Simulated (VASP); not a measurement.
# In3Ga5As8 (R3m) in VASP: relaxation of the atoms with PBEsol

Aim: the relaxation of the atoms of In3Ga5As8 with PBEsol.

All numbers are computed with VASP 6.6.1; they aren't measurements. Logs are shortened: lines on timing, memory, paths and dates and some standing lists are left out, and cuts for length are marked.

### 1 The cell of the first run

It takes space group R3m (No. 160, trigonal). The conventional cell has a = 8.210 Å, b = 8.210 Å, c = 20.110 Å, α = 90.00°, β = 90.00°, γ = 120.00°. In (site symmetry m) has 4 As at 2.51 Å within 3.3 Å. Ga (site symmetry 3m) has 4 As at 2.51 Å within 3.3 Å. Within 3.3 Å of Ga (site symmetry m) lie 4 As at 2.51 Å. Ga (site symmetry 3m) has 4 As at 2.51 Å within 3.3 Å. Within 3.3 Å of As (site symmetry 3m) lie 3 In at 2.51 Å and 1 Ga at 2.51 Å. As (site symmetry m) has 1 In at 2.51 Å and 3 Ga at 2.51 Å within 3.3 Å. As (site symmetry m) has 2 In at 2.51 Å and 2 Ga at 2.51 Å within 3.3 Å. Within 3.3 Å of As (site symmetry 3m) lie 4 Ga at 2.51 Å.

### 2 Relaxation of the atoms, PBEsol

Contents of INCAR:

```
SYSTEM = In3Ga5As8
PREC     = Accurate       ! precision mode
ENCUT    = 450            ! plane-wave cutoff, eV
EDIFF    = 1E-7           ! SCF threshold, eV
ISMEAR   = 0              ! smearing method
SIGMA    = 0.01           ! smearing width, eV
LREAL    = .FALSE.        ! projectors in reciprocal space
LASPH    = .TRUE.         ! aspherical terms in the spheres
NELM     = 120            ! most SCF steps
ALGO     = Normal         ! electronic algorithm
ISIF     = 2              ! what is computed and relaxed
LWAVE    = .FALSE.        ! write WAVECAR
LCHARG   = .FALSE.        ! write CHGCAR
GGA      = PS             ! functional
IBRION   = 2              ! ionic algorithm
NSW      = 80             ! ionic steps
EDIFFG   = -0.005         ! ionic threshold
GGA_COMPAT= .FALSE.      
NELMIN   = 4            
KPAR     = 4
```

Contents of KPOINTS:

```
regular mesh
0
G
  3 3 3
  0 0 0
```

Contents of POSCAR:

```
In3Ga5As8
1.0
    0.0000000000      5.8052000000      5.8052000000
    5.8052000000      0.0000000000      5.8052000000
    5.8052000000      5.8052000000      0.0000000000
In Ga As
3 5 8
Direct
    0.0000000000      0.0000000000      0.0000000000
    0.0000000000      0.5000000000      0.0000000000
    0.5000000000      0.0000000000      0.0000000000
    0.0000000000      0.0000000000      0.5000000000
    0.0000000000      0.5000000000      0.5000000000
    0.5000000000      0.0000000000      0.5000000000
    0.5000000000      0.5000000000      0.0000000000
    0.5000000000      0.5000000000      0.5000000000
    0.1250000000      0.1250000000      0.1250000000
    0.1250000000      0.1250000000      0.6250000000
    0.1250000000      0.6250000000      0.1250000000
    0.1250000000      0.6250000000      0.6250000000
    0.6250000000      0.1250000000      0.1250000000
    0.6250000000      0.1250000000      0.6250000000
    0.6250000000      0.6250000000      0.1250000000
    0.6250000000      0.6250000000      0.6250000000
```

Potentials or basis: VASP PAW PBE potentials, release 64 (In_d, Ga_d, As).

Command:

```sh
> cat potpaw_PBE.64/In_d/POTCAR potpaw_PBE.64/Ga_d/POTCAR potpaw_PBE.64/As/POTCAR > POTCAR
> mpirun -np 4 vasp_std > vasp.out
```

OUTCAR:

```text
SYSTEM = In3Ga5As8
   PREC = Accurate
   ENCUT = 450
   EDIFF = 1E-7
   ISMEAR = 0
   LREAL = .FALSE.
   LASPH = .TRUE.
   NELM = 120
   ISIF = 2
   GGA = PS
   IBRION = 2
   NSW = 80
   EDIFFG = -0.005
   NELMIN = 4

 ion  position               nearest neighbor table
   1  0.000  0.000  0.000-   9 2.51  10 2.51  11 2.51  13 2.51
   2  0.000  0.500  0.000-  11 2.51  12 2.51   9 2.51  15 2.51
   3  0.500  0.000  0.000-  13 2.51  14 2.51   9 2.51  15 2.51
   4  0.000  0.000  0.500-   9 2.51  10 2.51  12 2.51  14 2.51
   5  0.000  0.500  0.500-  11 2.51  12 2.51  10 2.51  16 2.51
   6  0.500  0.000  0.500-  13 2.51  14 2.51  10 2.51  16 2.51
[... 8 lines left out ...]
  15  0.625  0.625  0.125-   7 2.51   8 2.51   2 2.51   3 2.51
  16  0.625  0.625  0.625-   7 2.51   8 2.51   5 2.51   6 2.51

  LATTYP: Found a face centered cubic cell.
 ALAT       =    11.6104000000

  Lattice vectors:

 A1 = (   0.0000000000,   5.8052000000,   5.8052000000)
 A2 = (   5.8052000000,   0.0000000000,   5.8052000000)
 A3 = (   5.8052000000,   5.8052000000,   0.0000000000)

Analysis of symmetry for initial positions (statically):
=====================================================================
 Subroutine PRICEL returns:
 Original cell was already a primitive cell.

 Routine SETGRP: Setting up the symmetry group for a
 face centered cubic supercell.

 Subroutine GETGRP returns: Found  6 space group operations
 (whereof  2 operations were pure point group operations)
 out of a pool of 48 trial point group operations.

The static configuration has the point symmetry C_1h.
 The point group associated with its full space group is C_3v.

Analysis of symmetry for dynamics (positions and initial velocities):
=====================================================================
 Subroutine PRICEL returns:
 Original cell was already a primitive cell.

 Routine SETGRP: Setting up the symmetry group for a
 face centered cubic supercell.

 Subroutine GETGRP returns: Found  6 space group operations
 (whereof  2 operations were pure point group operations)
 out of a pool of 48 trial point group operations.

The dynamic configuration has the point symmetry C_1h.
 The point group associated with its full space group is C_3v.

 Subroutine INISYM returns: Found  6 space group operations
 (whereof  2 operations are pure point group operations),
 and found     1 'primitive' translations

[... 109 lines left out ...]
   ISIF   =      2    stress and relaxation
   ISYM   =      2    0-nonsym 1-usesym 2-fastsym
   POTIM  = 0.5000    time-step for ionic-motion
   TEBEG  =    0.0;   TEEND  =   0.0 temperature during run
   PSTRESS=    0.0 pullay stress
   NELECT =     144.0000    total number of electrons
   NUPDOWN=      -1.0000    fix difference up-down
   EMIN   =  10.00;   EMAX   =-10.00  energy-range for DOS
   EFERMI =   0.00;   METHOD = LEGACY
   ISMEAR =     0;   SIGMA  =   0.01  broadening in eV -4-tet -1-fermi 0-gaus
   EFERMI_NEDOS =   21; number of points for ismear=-14 and -15
   IALGO  =     38    algorithm
   IMIX   =      4    mixing-type and parameters
     AMIX     =   0.40;   BMIX     =  1.00
     AMIX_MAG =   1.60;   BMIX_MAG =  1.00
  volume/ion in A,a.u.               =      24.45       165.03
  Fermi-wavevector in a.u.,A,eV,Ry     =   1.173190  2.217008 18.726726  1.376376
  Thomas-Fermi vector in A             =   2.309607
   LORBIT       =      0    0 simple, 1 ext, 2 COOP (PROOUT), +10 PAW based schemes
   GGA     = PS    functional components
   LHFCALC =     F    Hartree Fock is set to
   AEXX    =    0.0000 exact exchange contribution
   IVDW    =     0    specifies the selected vdW correction
   LEPSILON=     F    determine dielectric tensor
   LRPA    =     F    only Hartree local field effects (RPA)
 conjugate gradient relaxation of ions
 non-spin polarized calculation
 Gauss-broadening in eV      SIGMA  =   0.01
  energy-cutoff  :      450.00
  volume of cell :      391.27
 maximum number of plane-waves:      8492
 NGX is ok and might be reduce to    60
   NGX = 29   NGY = 29   NGZ = 29

--------------------------------------- Ionic step        1  -------------------------------------------

 number of electron     144.0000079 magnetization

 Free energy of the ion-electron system (eV)
  ---------------------------------------------------
  ext. energy  EPLUGINS =         0.00000000
  ---------------------------------------------------
  free energy    TOTEN  =       -69.78579655 eV

  energy without entropy =      -69.78526198  energy(sigma->0) =      -69.78552927

------------------------ aborting loop because EDIFF is reached ----------------------------------------

  FORCE on cell =-STRESS in cart. coord.  units (eV):
  Direction    XX          YY          ZZ          XY          YZ          ZX
  --------------------------------------------------------------------------------------
  -------------------------------------------------------------------------------------
  Total        3.8501729      3.8501729      3.8501729     -0.0296192      0.0296192      0.0296192
  in kB       15.7655547     15.7655547     15.7655547     -0.1212835      0.1212835      0.1212835
  external PRESSURE =      15.7655547 kB  Pullay stress =       0.0000000 kB
[... 387 lines left out ...]
--------------------------------------- Ionic step        9  -------------------------------------------

 number of electron     144.0000067 magnetization

 Free energy of the ion-electron system (eV)
  ---------------------------------------------------
  ext. energy  EPLUGINS =         0.00000000
  ---------------------------------------------------
  free energy    TOTEN  =       -70.30403816 eV

  energy without entropy =      -70.30362024  energy(sigma->0) =      -70.30382920

 E-fermi :   4.1264     XC(G=0):  -9.5767

 val. band max:        4.1263990965   @ k =   0.0000   0.0000   0.0000
 cond. band min:       4.1263993039   @ k =   0.0000   0.0000   0.0000
 fundamental gap:      0.0000002074
 Fermi energy:         4.1263992002

 k-point     1 :       0.0000    0.0000    0.0000
  band No.  band energies     occupation
      1     -10.8240      2.00000
      2     -10.8240      2.00000
      3     -10.8236      2.00000
      4     -10.8055      2.00000
      5     -10.7923      2.00000
      6     -10.7923      2.00000
[... 511 lines left out ...]
     83       7.7048      0.00000
     84       7.7381      0.00000
 [bands above 84 left out]

------------------------ aborting loop because EDIFF is reached ----------------------------------------

  FORCE on cell =-STRESS in cart. coord.  units (eV):
  Direction    XX          YY          ZZ          XY          YZ          ZX
  --------------------------------------------------------------------------------------
  -------------------------------------------------------------------------------------
  Total        2.1210789      2.1210789      2.1210789      0.2312231     -0.2312231     -0.2312231
  in kB        8.6853206      8.6853206      8.6853206      0.9468043     -0.9468043     -0.9468043
  external PRESSURE =       8.6853206 kB  Pullay stress =       0.0000000 kB
[... 31 lines left out ...]
  FREE ENERGIE OF THE ION-ELECTRON SYSTEM (eV)
  ---------------------------------------------------
  free  energy   TOTEN  =       -70.3040381590 eV

  energy  without entropy=      -70.3036202408  energy(sigma->0) =      -70.30382920

 reached required accuracy - stopping structural energy minimisation
```

CONTCAR:

```text
In3Ga5As8
   1.00000000000000
     0.0000000000000000    5.8052000000000001    5.8052000000000001
     5.8052000000000001    0.0000000000000000    5.8052000000000001
     5.8052000000000001    5.8052000000000001    0.0000000000000000
  In              Ga              As
     3     5     8
Direct
     0.9999195430608850    0.9999195430608850    0.9983856642480530
     0.9999195430608850    0.5017752496301772    0.9983856642480530
     0.5017752496301772    0.9999195430608850    0.9983856642480530
     0.9995736749768189    0.9995736749768189    0.5012789750695428
     0.9999232413706222    0.4998739751475738    0.5003288083342305
     0.4998739751475738    0.9999232413706222    0.5003288083342305
[... 8 lines left out ...]
     0.6147344175663115    0.6147344175663115    0.1352411134578040
     0.6250456102223519    0.6250456102223519    0.6248631693329439

  0.00000000E+00  0.00000000E+00  0.00000000E+00
  0.00000000E+00  0.00000000E+00  0.00000000E+00
  0.00000000E+00  0.00000000E+00  0.00000000E+00
  0.00000000E+00  0.00000000E+00  0.00000000E+00
  0.00000000E+00  0.00000000E+00  0.00000000E+00
  0.00000000E+00  0.00000000E+00  0.00000000E+00
[... 8 lines left out ...]
  0.00000000E+00  0.00000000E+00  0.00000000E+00
  0.00000000E+00  0.00000000E+00  0.00000000E+00
```

Run time: 9.8 min. Hardware: 4 MPI ranks of Intel Xeon Platinum 8175M at 2.50GHz (Skylake/Cascade Lake), shared host; peak memory 0.62 GiB.

Results:

* Free energy: -70.3040 eV
* Energy gained by relaxing: 32.4 meV/atom
* Ionic steps: 9
* Pressure after relaxing: 0.9 GPa
* Largest force after relaxing: 0.003 eV/Å
* Band gap on the k mesh: zero (filled and empty bands touch)

Forces in eV/Å, atoms in the order of the input:
```
In   0.000  0.000  0.000
In   0.000  0.000  0.000
In   0.000  0.000  0.000
Ga   0.001  0.001 -0.001
Ga   0.000  0.000  0.000
Ga   0.000  0.000  0.000
Ga  -0.002 -0.002  0.002
Ga   0.000  0.000  0.000
As   0.001  0.001 -0.001
As   0.001  0.001  0.002
As   0.000  0.000  0.000
As  -0.002  0.001 -0.001
As   0.000  0.000  0.000
As   0.001 -0.002 -0.001
As   0.000  0.000  0.000
As  -0.002 -0.002  0.002
```

The path:
```csv
step,energy change (eV),largest force (eV/Å),pressure (GPa)
1,0.0000,1.4882,1.58
2,-0.4365,0.6105,1.08
3,-0.5046,0.2860,0.94
4,-0.5166,0.1015,0.89
5,-0.5177,0.0733,0.88
6,-0.5182,0.0146,0.87
7,-0.5182,0.0099,0.87
8,-0.5182,0.0120,0.87
9,-0.5182,0.0035,0.87
```

Final structure:
```
CELL_PARAMETERS angstrom
0.00000 5.80520 5.80520
5.80520 0.00000 5.80520
5.80520 5.80520 0.00000
ATOMIC_POSITIONS crystal
In 0.99992 0.99992 0.99839
In 0.99992 0.50178 0.99839
In 0.50178 0.99992 0.99839
Ga 0.99957 0.99957 0.50128
Ga 0.99992 0.49987 0.50033
Ga 0.49987 0.99992 0.50033
Ga 0.50016 0.50016 0.99951
Ga 0.49987 0.49987 0.50033
As 0.11959 0.11959 0.14123
As 0.12986 0.12986 0.61042
As 0.13529 0.61473 0.13524
As 0.12986 0.62986 0.61042
As 0.61473 0.13529 0.13524
As 0.62986 0.12986 0.61042
As 0.61473 0.61473 0.13524
As 0.62505 0.62505 0.62486
```

Caveat: semilocal functionals underestimate gaps, and a narrow one can read as zero; the PAW data sets were made with another functional, which shifts forces and pressure a little; spin-orbit coupling is left out, which moves the levels of the heavy elements.
